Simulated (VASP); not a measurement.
# GaN (Fm-3m) in VASP: notebook

The runs below take GaN through electric field gradients, with PBEsol.

All numbers are computed with VASP 6.6.1; they aren't measurements. Logs are shortened: lines on timing, memory, paths and dates and some standing lists are left out, and cuts for length are marked.

### Step 1. The cell of the first run

It takes space group Fm-3m (No. 225, cubic). Conventional cell: a = 3.998 Å, b = 3.998 Å, c = 3.998 Å, α = 90.00°, β = 90.00°, γ = 90.00°. Within 2.6 Å of Ga (site symmetry m-3m) lie 6 N at 2.00 Å. N (site symmetry m-3m) has 6 Ga at 2.00 Å within 2.6 Å.

### Step 2. Electric field gradients, PBEsol (volume scaled by 1.01)

File INCAR:

```
PREC = Accurate ; ENCUT = 520
EDIFF = 1E-8 ; ISMEAR = -1
SIGMA = 0.02 ; LREAL = False
LASPH = True ; NELM = 80
ALGO = Normal ; ISIF = 2
LWAVE = False ; LCHARG = False
GGA = PS ; LEFG = True
NBANDS = 16
```

File KPOINTS:

```
Automatic mesh
0
Gamma
  10 10 10
```

File POSCAR:

```
GaN
1.0
    0.0000000000      1.9991196500      1.9991196500
    1.9991196500      0.0000000000      1.9991196500
    1.9991196500      1.9991196500      0.0000000000
Ga N
1 1
Direct
    0.5000000000      0.5000000000      0.5000000000
    0.0000000000      0.0000000000      0.0000000000
```

Potentials or basis: VASP PAW PBE potentials, release 64 (Ga_d, N).

Started as:

```
$ cat potpaw_PBE.64/Ga_d/POTCAR potpaw_PBE.64/N/POTCAR > POTCAR
$ mpirun -np 1 vasp_std > vasp.out
```

OUTCAR:

```text
PREC = Accurate
   ENCUT = 520
   EDIFF = 1E-8
   ISMEAR = -1
   LREAL = False
   LASPH = True
   NELM = 80
   ISIF = 2
   GGA = PS

 ion  position               nearest neighbor table
   1  0.500  0.500  0.500-   2 2.00   2 2.00   2 2.00   2 2.00   2 2.00   2 2.00
   2  0.000  0.000  0.000-   1 2.00   1 2.00   1 2.00   1 2.00   1 2.00   1 2.00

  LATTYP: Found a face centered cubic cell.
 ALAT       =     3.9982393000

  Lattice vectors:

 A1 = (   0.0000000000,   1.9991196500,   1.9991196500)
 A2 = (   1.9991196500,   0.0000000000,   1.9991196500)
 A3 = (   1.9991196500,   1.9991196500,   0.0000000000)

Analysis of symmetry for initial positions (statically):
=====================================================================
 Subroutine PRICEL returns:
 Original cell was already a primitive cell.

 Routine SETGRP: Setting up the symmetry group for a
 face centered cubic supercell.

 Subroutine GETGRP returns: Found 48 space group operations
 (whereof 48 operations were pure point group operations)
 out of a pool of 48 trial point group operations.

The static configuration has the point symmetry O_h .

Analysis of symmetry for dynamics (positions and initial velocities):
=====================================================================
 Subroutine PRICEL returns:
 Original cell was already a primitive cell.

 Routine SETGRP: Setting up the symmetry group for a
 face centered cubic supercell.

 Subroutine GETGRP returns: Found 48 space group operations
 (whereof 48 operations were pure point group operations)
 out of a pool of 48 trial point group operations.

The dynamic configuration has the point symmetry O_h .

 Subroutine INISYM returns: Found 48 space group operations
 (whereof 48 operations are pure point group operations),
 and found     1 'primitive' translations

----------------------------------------------------------------------------------------

                                     Primitive cell

  volume of cell :      15.9789

  direct lattice vectors                    reciprocal lattice vectors
     0.000000000  1.999119650  1.999119650    -0.250110092  0.250110092  0.250110092
     1.999119650  0.000000000  1.999119650     0.250110092 -0.250110092  0.250110092
     1.999119650  1.999119650  0.000000000     0.250110092  0.250110092 -0.250110092

  length of vectors
     2.827182122  2.827182122  2.827182122     0.433203387  0.433203387  0.433203387

  position of ions in fractional coordinates (direct lattice)
     0.500000000  0.500000000  0.500000000
     0.000000000  0.000000000  0.000000000

  ion indices of the primitive-cell ions
   primitive index   ion index
                 1           1
                 2           2

----------------------------------------------------------------------------------------

 KPOINTS: Automatic mesh

Automatic generation of k-mesh.
 Grid dimensions read from file:
 generate k-points for:   10   10   10

 Generating k-lattice:

  Cartesian coordinates                     Fractional coordinates (reciprocal lattice)
    -0.025011009  0.025011009  0.025011009     0.100000000  0.000000000  0.000000000
     0.025011009 -0.025011009  0.025011009     0.000000000  0.100000000  0.000000000
     0.025011009  0.025011009 -0.025011009     0.000000000  0.000000000  0.100000000

  Length of vectors
     0.043320339  0.043320339  0.043320339

  Shift w.r.t. Gamma in fractional coordinates (k-lattice)
     0.000000000  0.000000000  0.000000000

 Subroutine IBZKPT returns following result:
 ===========================================

 Found     47 irreducible k-points:

 Following reciprocal coordinates:
            Coordinates               Weight
  0.000000  0.000000  0.000000      1.000000
  0.100000  0.000000  0.000000      8.000000
  0.200000  0.000000  0.000000      8.000000
  0.300000  0.000000  0.000000      8.000000
  0.400000  0.000000  0.000000      8.000000
  0.500000  0.000000  0.000000      4.000000
[... 16 lines left out ...]
  0.300000  0.300000  0.000000      6.000000
  0.400000  0.300000  0.000000     24.000000
 [... further k-points ...]
   k-points           NKPTS =     47   k-points in BZ     NKDIM =     47   number of bands    NBANDS=     16
   number of dos      NEDOS =    301   number of ions     NIONS =      2
   total plane-waves  NPLWV =  13824
   dimension x,y,z NGX =    24 NGY =   24 NGZ =   24
   dimension x,y,z NGXF=    48 NGYF=   48 NGZF=   48
   ions per type =               1   1
   NGX,Y,Z   is equivalent  to a cutoff of  14.11, 14.11, 14.11 a.u.
   NGXF,Y,Z  is equivalent  to a cutoff of  28.23, 28.23, 28.23 a.u.
 SYSTEM =  unknown system
   PREC   = accura    normal or accurate (medium, high low for compatibility)
   ISTART =      0    job   : 0-new  1-cont  2-samecut
   ICHARG =      2    charge: 1-file 2-atom 10-const
   ISPIN  =      1    spin polarized calculation?
   LNONCOLLINEAR =      F non collinear calculations
   LSORBIT =      F    spin-orbit coupling
   LASPH  =      T    aspherical Exc in radial PAW
   ENCUT  =  520.0 eV  38.22 Ry    6.18 a.u.   5.26  5.26  5.26*2*pi/ulx,y,z
   NELM   =     80;   NELMIN=  2; NELMDL= -5     # of ELM steps
   EDIFF  = 0.1E-07   stopping-criterion for ELM
   LREAL  =      F    real-space projection
   EDIFFG = 0.1E-06   stopping-criterion for IOM
   NSW    =      0    number of steps for IOM
   IBRION =     -1    ionic relax: 0-MD 1-quasi-New 2-CG
   NFREE  =      0    steps in history (QN), initial steepest desc. (CG)
   ISIF   =      2    stress and relaxation
   ISYM   =      2    0-nonsym 1-usesym 2-fastsym
   POTIM  = 0.5000    time-step for ionic-motion
   TEBEG  =    0.0;   TEEND  =   0.0 temperature during run
   PSTRESS=    0.0 pullay stress
   NELECT =      18.0000    total number of electrons
   NUPDOWN=      -1.0000    fix difference up-down
   EMIN   =  10.00;   EMAX   =-10.00  energy-range for DOS
   EFERMI =   0.00;   METHOD = LEGACY
   ISMEAR =    -1;   SIGMA  =   0.02  broadening in eV -4-tet -1-fermi 0-gaus
   EFERMI_NEDOS =   21; number of points for ismear=-14 and -15
   IALGO  =     38    algorithm
   IMIX   =      4    mixing-type and parameters
     AMIX     =   0.40;   BMIX     =  1.00
     AMIX_MAG =   1.60;   BMIX_MAG =  1.00
  volume/ion in A,a.u.               =       7.99        53.92
  Fermi-wavevector in a.u.,A,eV,Ry     =   1.703401  3.218961 39.478321  2.901575
  Thomas-Fermi vector in A             =   2.782994
   LORBIT       =      0    0 simple, 1 ext, 2 COOP (PROOUT), +10 PAW based schemes
   GGA     = PS    functional components
   LHFCALC =     F    Hartree Fock is set to
   AEXX    =    0.0000 exact exchange contribution
   IVDW    =     0    specifies the selected vdW correction
   LEPSILON=     F    determine dielectric tensor
   LRPA    =     F    only Hartree local field effects (RPA)
 non-spin polarized calculation
  energy-cutoff  :      520.00
  volume of cell :       15.98
 maximum number of plane-waves:       444
 NGX is ok and might be reduce to    24
   NGX = 11   NGY = 11   NGZ = 11

 number of electron      18.0000000 magnetization

 Free energy of the ion-electron system (eV)
  ---------------------------------------------------
  ext. energy  EPLUGINS =         0.00000000
  ---------------------------------------------------
  free energy    TOTEN  =       -11.83828851 eV

  energy without entropy =      -11.83828851  energy(sigma->0) =      -11.83828851

 E-fermi :  10.5692     XC(G=0): -14.2675

 val. band max:       10.0234782848   @ k =  -0.2000   0.2000   0.0000
 cond. band min:      11.6780646310   @ k =   0.5000   0.5000   0.0000
 fundamental gap:      1.6545863462
 Fermi energy:        10.5691992711

 k-point     1 :       0.0000    0.0000    0.0000
  band No.  band energies     occupation
      1      -9.1170      2.00000
      2      -3.9127      2.00000
      3      -3.9127      2.00000
      4      -3.9127      2.00000
      5      -3.7626      2.00000
      6      -3.7626      2.00000
[... 8 lines left out ...]
     15      28.3032      0.00000
     16      28.3032      0.00000

 k-point     2 :       0.1000    0.0000    0.0000
  band No.  band energies     occupation
      1      -8.8862      2.00000
      2      -3.9305      2.00000
      3      -3.8991      2.00000
      4      -3.8991      2.00000
      5      -3.7860      2.00000
      6      -3.7860      2.00000
[... 8 lines left out ...]
     15      27.7199      0.00000
     16      27.7199      0.00000

 k-point     3 :       0.2000    0.0000    0.0000
  band No.  band energies     occupation
      1      -8.2124      2.00000
      2      -3.9810      2.00000
      3      -3.9499      2.00000
      4      -3.9499      2.00000
      5      -3.7586      2.00000
      6      -3.7586      2.00000
[... 8 lines left out ...]
     15      28.4830      0.00000
     16      28.4830      0.00000

 k-point     4 :       0.3000    0.0000    0.0000
  band No.  band energies     occupation
      1      -7.1682      2.00000
      2      -4.0687      2.00000
      3      -4.0687      2.00000
      4      -4.0646      2.00000
      5      -3.6645      2.00000
      6      -3.6645      2.00000
[... 8 lines left out ...]
     15      30.4408      0.00000
     16      30.4408      0.00000

 k-point     5 :       0.4000    0.0000    0.0000
  band No.  band energies     occupation
      1      -5.9485      2.00000
      2      -4.2180      2.00000
      3      -4.1681      2.00000
      4      -4.1681      2.00000
      5      -3.5819      2.00000
      6      -3.5819      2.00000
[... 8 lines left out ...]
     15      33.1153      0.00000
     16      33.1153      0.00000

 k-point     6 :       0.5000    0.0000    0.0000
  band No.  band energies     occupation
      1      -5.1742      2.00000
      2      -4.4459      2.00000
      3      -4.2060      2.00000
      4      -4.2059      2.00000
      5      -3.5496      2.00000
      6      -3.5496      2.00000
[... 8 lines left out ...]
     15      35.5727      0.00000
     16      35.5727      0.00000
[... 267 lines left out ...]
 k-point    21 :      -0.3000    0.2000    0.0000
  band No.  band energies     occupation
      1      -6.1407      2.00000
      2      -4.2145      2.00000
      3      -4.0934      2.00000
      4      -3.9744      2.00000
      5      -3.6549      2.00000
      6      -3.1231      2.00000
[... 8 lines left out ...]
     15      31.9332      0.00000
     16      33.2125      0.00000

 k-point    22 :      -0.2000    0.2000    0.0000
  band No.  band energies     occupation
      1      -6.9458      2.00000
      2      -4.1230      2.00000
      3      -4.0606      2.00000
      4      -4.0102      2.00000
      5      -3.7408      2.00000
      6      -3.4317      2.00000
[... 8 lines left out ...]
     15      31.1139      0.00000
     16      33.0936      0.00000

 k-point    23 :       0.3000    0.3000    0.0000
  band No.  band energies     occupation
      1      -7.0614      2.00000
      2      -4.1188      2.00000
      3      -3.6535      2.00000
      4      -3.6535      2.00000
      5      -3.6488      2.00000
      6      -3.6459      2.00000
[... 8 lines left out ...]
     15      36.1284      0.00000
     16      38.5779      0.00000

 k-point    24 :       0.4000    0.3000    0.0000
  band No.  band energies     occupation
      1      -6.6815      2.00000
      2      -4.1497      2.00000
      3      -3.7129      2.00000
      4      -3.6727      2.00000
      5      -3.5415      2.00000
      6      -2.9547      2.00000
[... 8 lines left out ...]
     15      37.0521      0.00000
     16      38.9711      0.00000

 [... further k-points ...]

------------------------ aborting loop because EDIFF is reached ----------------------------------------

  FORCE on cell =-STRESS in cart. coord.  units (eV):
  Direction    XX          YY          ZZ          XY          YZ          ZX
  --------------------------------------------------------------------------------------
  -------------------------------------------------------------------------------------
  Total        5.4688960      5.4688960      5.4688960     -0.0000000     -0.0000000     -0.0000000
  in kB      548.3576275    548.3576275    548.3576275     -0.0000000     -0.0000000     -0.0000000
  external PRESSURE =     548.3576275 kB  Pullay stress =       0.0000000 kB

 VOLUME and BASIS-vectors are now :
 -----------------------------------------------------------------------------
  energy-cutoff  :      520.00
  volume of cell :       15.98
      direct lattice vectors                 reciprocal lattice vectors
     0.000000000  1.999119650  1.999119650    -0.250110092  0.250110092  0.250110092
     1.999119650  0.000000000  1.999119650     0.250110092 -0.250110092  0.250110092
     1.999119650  1.999119650  0.000000000     0.250110092  0.250110092 -0.250110092

 POSITION                                       TOTAL-FORCE (eV/Angst)
 -----------------------------------------------------------------------------------
      1.99912      1.99912      1.99912         0.000000     -0.000000     -0.000000
      0.00000      0.00000      0.00000        -0.000000      0.000000      0.000000
 -----------------------------------------------------------------------------------
    total drift:                                0.000000     -0.000000      0.000000

  FREE ENERGIE OF THE ION-ELECTRON SYSTEM (eV)
  ---------------------------------------------------
  free  energy   TOTEN  =       -11.8382885139 eV

  energy  without entropy=      -11.8382885139  energy(sigma->0) =      -11.83828851

 Electric field gradients (V/A^2)
---------------------------------------------------------------------
 ion       V_xx      V_yy      V_zz      V_xy      V_xz      V_yz
---------------------------------------------------------------------
   1      -0.000    -0.000    -0.000    -0.002    -0.002    -0.002
   2      -0.000    -0.000     0.000    -0.000    -0.000    -0.000
---------------------------------------------------------------------

 Electric field gradients after diagonalization (V/A^2)
 (convention: |V_zz| > |V_xx| > |V_yy|)
----------------------------------------------------------------------
 ion       V_xx      V_yy      V_zz     asymmetry (V_yy - V_xx)/ V_zz
----------------------------------------------------------------------
   1       0.002     0.002    -0.004       0.000
   2       0.000     0.000    -0.000       0.000
----------------------------------------------------------------------

           NMR quadrupolar parameters

 Cq : quadrupolar parameter    Cq=e*Q*V_zz/h
 eta: asymmetry parameters     (V_yy - V_xx)/ V_zz
 Q  : nuclear electric quadrupole moment in mb (millibarn)
----------------------------------------------------------------------
 ion       Cq(MHz)       eta       Q (mb)
----------------------------------------------------------------------
   1      -0.000       0.000       1.000
   2      -0.000       0.000       1.000
----------------------------------------------------------------------
```

It took 18 s on 1 thread of Intel Xeon 8259CL, shared host; peak memory 0.15 GiB.

What came out:

| Quantity | Value |
| --- | --- |
| Free energy | -11.8383 eV |
| Pressure | 54.8 GPa |
| Band gap on the k mesh | 1.65 eV, indirect (least direct gap 5.07 eV) |

Caveat: without QUAD_EFG the Cq values of the log hold for a quadrupole moment of 1 mb, not for the nuclei; the PAW data sets were made with another functional, which shifts forces and pressure a little. A k mesh can miss the band edges.

(Part 1 of 2 ends here.)
